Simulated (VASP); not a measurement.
The system is Co, a slab with vacuum.

```xyz
6
Lattice="2.5395 0.0000 0.0000 -1.2698 2.1993 0.0000 0.0000 0.0000 25.3675" Properties=species:S:1:pos:R:3 pbc="T T T"
Co    1.2698    0.7331    7.5000
Co    0.0000    1.4662    9.5735
Co    0.0000    0.0000   11.6470
Co    1.2698    0.7331   13.7205
Co    0.0000    1.4662   15.7940
Co    0.0000    0.0000   17.8675
```

Base run:

| Item | Value |
| --- | --- |
| Program | VASP 6.6.1 |
| Functional | PBE |
| Potentials or basis | VASP PAW PBE potentials, release 64 (Co) |
| Cutoff | 520 eV |
| k mesh | 12 × 12 × 1 |
| Occupations | fermi-dirac, width 0.05 eV |
| Spin | collinear spin, ferromagnetic start |
| Starting moments | [3.5, 3.5, 3.5, 3.5, 3.5, 3.5] μB |

Its results: net moment 10.31 μB per cell; site moments Co +1.79, +1.74, +1.72 μB; largest force 0.718 eV/Å.

The run is repeated on the same cell with these changes: spin from collinear spin, ferromagnetic start to collinear spin, ferrimagnetic start; moments at the start from [3.5, 3.5, 3.5, 3.5, 3.5, 3.5] to [0.68, -2.21, 1.27, 0.83, -2.37, 1.06]. What comes out?

Net moment -1.41 μB per cell; site moments Co +0.62, -1.71, +0.44 μB; largest force 0.532 eV/Å.
